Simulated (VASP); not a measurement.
# SiB5 (C2/m) in VASP: further runs

SiB5 is run at these levels: PBE; tasks: single point.

Program: VASP 6.6.1. These are calculated values, not measurements. Logs are shortened: lines on timing, memory, paths and dates and some standing lists are left out, and cuts for length are marked.

## Step 1: The cell of the first run

The structure is monoclinic, space group C2/m (No. 12). Conventional cell: a = 8.639 Å, b = 5.974 Å, c = 5.160 Å, α = 90.00°, β = 125.69°, γ = 90.00°. Within 2.8 Å of Si (site symmetry m) lie 7 B at 2.09 to 2.18 Å. Within 2.2 Å of B (site symmetry m) lie 5 B at 1.69 to 1.80 Å and 1 Si at 2.17 Å. Within 2.3 Å of B (site symmetry 1) lie 5 B at 1.72 to 1.93 Å and 1 Si at 2.18 Å. B (site symmetry 1) has 4 B at 1.70 to 1.84 Å and 2 Si at 2.09 to 2.11 Å within 2.3 Å.

## Step 2: Single point, PBE

INCAR

```
ALGO     = Normal         # electronic algorithm
EDIFF    = 1E-6           # SCF threshold, eV
ENCUT    = 520            # plane-wave cutoff, eV
GGA      = PE             # functional
ISIF     = 2              # what is computed and relaxed
ISMEAR   = 0              # smearing method
LASPH    = True           # aspherical terms in the spheres
LCHARG   = True           # write CHGCAR
LELF     = True           # ELF
LREAL    = False          # projectors in reciprocal space
LVHAR    = True         
LWAVE    = False          # write WAVECAR
NBANDS   = 31             # bands
NELM     = 60             # most SCF steps
PREC     = Accurate       # precision mode
SIGMA    = 0.1            # smearing width, eV
```

KPOINTS

```
k-points
0
Gamma
  8 8 8
```

POSCAR

```
SiB5
1.0
    4.3197172783     -2.9870820708     -0.0020936224
    4.3197172783      2.9870820708     -0.0020936224
   -3.0086358373      0.0000000000      4.1920481327
Si B
2 10
Direct
    0.7135801616      0.7135801616      0.8968445708
    0.2864198384      0.2864198384      0.1031554292
    0.0009725699      0.0009725699      0.6645992457
    0.9990274301      0.9990274301      0.3354007543
    0.0143727201      0.3370545432      0.3427230040
    0.9856272799      0.6629454568      0.6572769960
    0.6629454568      0.9856272799      0.6572769960
    0.3370545432      0.0143727201      0.3427230040
    0.8277441931      0.3011864367      0.9236112926
    0.3011864367      0.8277441931      0.9236112926
    0.6988135633      0.1722558069      0.0763887074
    0.1722558069      0.6988135633      0.0763887074
```

Potentials or basis: VASP PAW PBE potentials, release 64 (Si, B).

Run with:

```console
$ cat potpaw_PBE.64/Si/POTCAR potpaw_PBE.64/B/POTCAR > POTCAR
$ mpirun -np 1 vasp_std > vasp.out
```

OUTCAR:

```text
EDIFF = 1E-6
   ENCUT = 520
   GGA = PE
   ISIF = 2
   ISMEAR = 0
   LASPH = True
   LREAL = False
   NELM = 60
   PREC = Accurate

 ion  position               nearest neighbor table
   1  0.714  0.714  0.897-   9 2.09  10 2.09  11 2.11  12 2.11   4 2.17   6 2.18   7 2.18   2 3.11
                             2 3.11
   2  0.286  0.286  0.103-  11 2.09  12 2.09   9 2.11  10 2.11   3 2.17   5 2.18   8 2.18   1 3.11
                             1 3.11
   3  0.001  0.001  0.665-   4 1.69   6 1.79   7 1.79   9 1.80  10 1.80   2 2.17
   4  0.999  0.999  0.335-   3 1.69   5 1.79   8 1.79  11 1.80  12 1.80   1 2.17
   5  0.014  0.337  0.343-   6 1.72  11 1.75   4 1.79   9 1.84   8 1.93   2 2.18
   6  0.986  0.663  0.657-   5 1.72  10 1.75   3 1.79  12 1.84   7 1.93   1 2.18
   7  0.663  0.986  0.657-   8 1.72   9 1.75   3 1.79  11 1.84   6 1.93   1 2.18
   8  0.337  0.014  0.343-   7 1.72  12 1.75   4 1.79  10 1.84   5 1.93   2 2.18
   9  0.828  0.301  0.924-  11 1.70   7 1.75   3 1.80   5 1.84   1 2.09   2 2.11
  10  0.301  0.828  0.924-  12 1.70   6 1.75   3 1.80   8 1.84   1 2.09   2 2.11
  11  0.699  0.172  0.076-   9 1.70   5 1.75   4 1.80   7 1.84   2 2.09   1 2.11
  12  0.172  0.699  0.076-  10 1.70   8 1.75   4 1.80   6 1.84   2 2.09   1 2.11

  LATTYP: Found a base centered monoclinic cell.
 ALAT       =     8.6394355713
 B/A-ratio  =     0.6914993569
 C/A-ratio  =     0.5972562727
 COS(beta)  =    -0.5834674936

  Lattice vectors:

 A1 = (   4.3197172783,  -2.9870820708,  -0.0020936224)
 A2 = (   4.3197172783,   2.9870820708,  -0.0020936224)
 A3 = (  -3.0086358373,   0.0000000000,   4.1920481327)

Analysis of symmetry for initial positions (statically):
=====================================================================
 Subroutine PRICEL returns:
 Original cell was already a primitive cell.

 Routine SETGRP: Setting up the symmetry group for a
 base centered monoclinic supercell.

 Subroutine GETGRP returns: Found  4 space group operations
 (whereof  4 operations were pure point group operations)
 out of a pool of  4 trial point group operations.

The static configuration has the point symmetry C_2h.

Analysis of symmetry for dynamics (positions and initial velocities):
=====================================================================
 Subroutine PRICEL returns:
 Original cell was already a primitive cell.

 Routine SETGRP: Setting up the symmetry group for a
 base centered monoclinic supercell.

 Subroutine GETGRP returns: Found  4 space group operations
 (whereof  4 operations were pure point group operations)
 out of a pool of  4 trial point group operations.
[... 135 lines left out ...]
   EFERMI =   0.00;   METHOD = LEGACY
   ISMEAR =     0;   SIGMA  =   0.10  broadening in eV -4-tet -1-fermi 0-gaus
   EFERMI_NEDOS =   21; number of points for ismear=-14 and -15
   IALGO  =     38    algorithm
   IMIX   =      4    mixing-type and parameters
     AMIX     =   0.40;   BMIX     =  1.00
     AMIX_MAG =   1.60;   BMIX_MAG =  1.00
  volume/ion in A,a.u.               =       9.01        60.82
  Fermi-wavevector in a.u.,A,eV,Ry     =   1.155226  2.183060 18.157604  1.334546
  Thomas-Fermi vector in A             =   2.291856
   LORBIT       =      0    0 simple, 1 ext, 2 COOP (PROOUT), +10 PAW based schemes
   GGA     = PE    functional components
   LHFCALC =     F    Hartree Fock is set to
   AEXX    =    0.0000 exact exchange contribution
   IVDW    =     0    specifies the selected vdW correction
   LEPSILON=     F    determine dielectric tensor
   LRPA    =     F    only Hartree local field effects (RPA)
 non-spin polarized calculation
 Gauss-broadening in eV      SIGMA  =   0.10
  energy-cutoff  :      520.00
  volume of cell :      108.15
 maximum number of plane-waves:      2930
   NGX = 19   NGY = 19   NGZ = 19

 number of electron      38.0000000 magnetization

 Free energy of the ion-electron system (eV)
  ---------------------------------------------------
  ext. energy  EPLUGINS =         0.00000000
  ---------------------------------------------------
  free energy    TOTEN  =       -76.45198306 eV

  energy without entropy =      -76.44294700  energy(sigma->0) =      -76.44746503

 E-fermi :   6.1966     XC(G=0): -11.0519

 val. band max:        6.1892639781   @ k =  -0.2500   0.1250   0.1250
 cond. band min:       6.2035898786   @ k =   0.5000   0.1250   0.5000
 fundamental gap:      0.0143259005
 Fermi energy:         6.1966181246

 k-point     1 :       0.0000    0.0000    0.0000
  band No.  band energies     occupation
      1      -9.1065      2.00000
      2      -4.4286      2.00000
      3      -4.0199      2.00000
      4      -3.5866      2.00000
      5      -2.6141      2.00000
      6      -2.3512      2.00000
[... 805 lines left out ...]
     30      13.9791      0.00000
     31      14.2926      0.00000

 [... further k-points ...]

------------------------ aborting loop because EDIFF is reached ----------------------------------------

  FORCE on cell =-STRESS in cart. coord.  units (eV):
  Direction    XX          YY          ZZ          XY          YZ          ZX
  --------------------------------------------------------------------------------------
  -------------------------------------------------------------------------------------
  Total       -0.0175529     -0.0014422     -0.0027779      0.0000000      0.0000000     -0.0109428
  in kB       -0.2600472     -0.0213665     -0.0411550      0.0000000      0.0000000     -0.1621177
  external PRESSURE =      -0.1075229 kB  Pullay stress =       0.0000000 kB

 VOLUME and BASIS-vectors are now :
 -----------------------------------------------------------------------------
  energy-cutoff  :      520.00
  volume of cell :      108.15
      direct lattice vectors                 reciprocal lattice vectors
     4.319717278 -2.987082071 -0.002093622     0.115788592 -0.167387433  0.083101553
     4.319717278  2.987082071 -0.002093622     0.115788592  0.167387433  0.083101553
    -3.008635837  0.000000000  4.192048133     0.000115656  0.000000000  0.238629886

 POSITION                                       TOTAL-FORCE (eV/Angst)
 -----------------------------------------------------------------------------------
      3.46665      0.00000      3.75663        -0.001489      0.000000      0.000243
      2.16415      0.00000      0.43123         0.001489      0.000000     -0.000243
     -1.99113      0.00000      2.78603         0.008271      0.000000      0.000490
      7.62193      0.00000      1.40183        -0.008271      0.000000     -0.000490
      0.48694      0.96388      1.43598         0.005955     -0.000006      0.005068
      5.14386     -0.96388      2.75189        -0.005955      0.000006     -0.005068
      5.14386      0.96388      2.75189        -0.005955     -0.000006     -0.005068
      0.48694     -0.96388      1.43598         0.005955      0.000006      0.005068
      2.09785     -1.57287      3.86946         0.011800      0.008781      0.000385
      2.09785      1.57287      3.86946         0.011800     -0.008781      0.000385
      3.53295     -1.57287      0.31840        -0.011800      0.008781     -0.000385
      3.53295      1.57287      0.31840        -0.011800     -0.008781     -0.000385
 -----------------------------------------------------------------------------------
    total drift:                               -0.000000      0.000000      0.000000

  FREE ENERGIE OF THE ION-ELECTRON SYSTEM (eV)
  ---------------------------------------------------
  free  energy   TOTEN  =       -76.4519830592 eV

  energy  without entropy=      -76.4429469964  energy(sigma->0) =      -76.44746503
```

stdout:

```text
POSCAR found type information on POSCAR SiB
 POSCAR found :  2 types and      12 ions
 scaLAPACK will be used
 LDA part: xc-table for (Slater+PW92), standard interpolation
 POSCAR, INCAR and KPOINTS ok, starting setup
 FFT: planning ... GRIDC
 FFT: planning ... GRID_SOFT
 FFT: planning ... GRID
 WAVECAR not read
 entering main loop
```

Wall time 6.2 min (1 thread of Oxide Virtual Turin-like, shared host); peak memory 0.44 GiB.

What came out:

```yaml
Free_energy: -76.4520 eV
Pressure: 0.0 GPa
Largest_force: 0.015 eV/Å
Band_gap_on_the_k_mesh: zero (bands 19 and 20 overlap by 0.63 eV)
```

Forces in eV/Å, atoms in the order of the input:
```
Si  -0.001  0.000  0.000
Si   0.001  0.000  0.000
B    0.008  0.000  0.000
B   -0.008  0.000  0.000
B    0.006  0.000  0.005
B   -0.006  0.000 -0.005
B   -0.006  0.000 -0.005
B    0.006  0.000  0.005
B    0.012  0.009  0.000
B    0.012 -0.009  0.000
B   -0.012  0.009  0.000
B   -0.012 -0.009  0.000
```

## Step 3: Single point, PBE (9.28 Å³/atom)

This run uses another cell than the first one, of 9.28 Å³/atom.

INCAR

```
PREC = Accurate
ENCUT = 520
EDIFF = 1E-6
ISMEAR = 0
SIGMA = 0.1
LREAL = False
LASPH = True
NELM = 80
ALGO = Normal
ISIF = 2
LWAVE = False
LCHARG = False
GGA = PE
NBANDS = 31
```

KPOINTS

```
Automatic mesh
0
Gamma
  8 8 8
```

POSCAR

```
SiB5
1.0
    4.3548854098     -3.0194574208     -0.0019625368
    4.3548854098      3.0194574208     -0.0019625368
   -3.0329811012      0.0000000000      4.2369111201
Si B
2 10
Direct
    0.7144142344      0.7144142344      0.8986325028
    0.2855857656      0.2855857656      0.1013674972
    0.0008049733      0.0008049733      0.6644794854
    0.9991950267      0.9991950267      0.3355205146
    0.0137438370      0.3366794501      0.3424432801
    0.9862561630      0.6633205499      0.6575567199
    0.6633205499      0.9862561630      0.6575567199
    0.3366794501      0.0137438370      0.3424432801
    0.8290230675      0.3001688691      0.9242940803
    0.3001688691      0.8290230675      0.9242940803
    0.6998311309      0.1709769325      0.0757059197
    0.1709769325      0.6998311309      0.0757059197
```

Potentials or basis: VASP PAW PBE potentials, release 64 (Si, B).

Run with:

```console
$ cat potpaw_PBE.64/Si/POTCAR potpaw_PBE.64/B/POTCAR > POTCAR
$ mpirun -np 1 vasp_std > vasp.out
```

Run time: 4.9 min. Hardware: 1 thread of Oxide Virtual Turin-like, shared host; peak memory 0.46 GiB.

Results (log left out):

```yaml
Free_energy: -76.4016 eV
Pressure: -5.0 GPa
Largest_force: 0.014 eV/Å
Band_gap_on_the_k_mesh: zero (bands 19 and 20 overlap by 0.61 eV)
```

Forces in eV/Å, atoms in the order of the input:
```
Si   0.008  0.000  0.004
Si  -0.008  0.000 -0.004
B    0.011  0.000 -0.007
B   -0.011  0.000  0.007
B    0.010  0.008  0.004
B   -0.010 -0.008 -0.004
B   -0.010  0.008 -0.004
B    0.010 -0.008  0.004
B    0.010  0.007  0.004
B    0.010 -0.007  0.004
B   -0.010  0.007 -0.004
B   -0.010 -0.007 -0.004
```

Levels at points of the mesh, in eV from the Fermi level:
```tsv
k point	band 16	band 17	band 18	band 19	band 20	band 21	band 22	band 23
(0.00, 0.00, 0.00)	-1.79	-1.49	-0.67	0.04	0.43	1.78	3.72	4.94
(0.50, 0.00, 0.00)	-2.47	-1.99	-0.91	-0.25	-0.09	2.26	3.04	3.07
(0.50, 0.50, 0.00)	-2.27	-2.24	-2.09	-0.02	0.17	2.15	2.48	2.91
(0.00, 0.00, 0.50)	-2.06	-1.47	-1.21	0.43	0.64	2.73	2.97	3.09
(0.50, 0.00, 0.50)	-2.83	-2.64	-1.71	-0.57	-0.17	1.83	2.47	3.39
(0.50, 0.50, 0.50)	-1.87	-1.84	-1.14	-0.32	0.00	2.49	3.53	3.61
```

Caveat: the cell stands under tension.
